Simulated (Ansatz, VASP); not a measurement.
NbAs: VASP beside Ansatz

```
As Nb
1.0
     3.47348    0.00000    0.00000
     0.00000    3.47348    0.00000
     0.00000    0.00000   24.77287
As Nb
4 4
Direct
  0.00000 0.00000 0.30275
  0.50000 0.00000 0.42132
  0.50000 0.50000 0.53989
  0.00000 0.50000 0.65846
  0.50000 0.50000 0.34154
  0.00000 0.50000 0.46011
  0.00000 0.00000 0.57868
  0.50000 0.00000 0.69725
```

Alike in both runs: task single point; functional PBE; k mesh 10 × 10 × 1; occupations gaussian, width 0.1 eV; no spin polarisation.

|  | VASP | Ansatz |
| --- | --- | --- |
| version | VASP 6.6.1 | Ansatz 0.2.0 |
| potentials or method | VASP PAW PBE potentials, release 64 (As, Nb_sv), cutoff 520 eV | scalar-relativistic, plane waves, PAW |
| valence electrons in the cell | 72 | 112 |

```csv
,VASP,Ansatz,Ansatz less VASP
gap on the k mesh at the Fermi level (eV),none,none,-
rms of the force components (eV/Å),0.276,0.276,0.0000
```

A gap of «none» marks a metal or a gap that the smearing closes. With one functional, cell and mesh, what is left measures potentials, basis and numerics. VASP's potentials hold 72 valence electrons a cell and Ansatz's 112, so a difference there can come from the potentials and not from the codes.
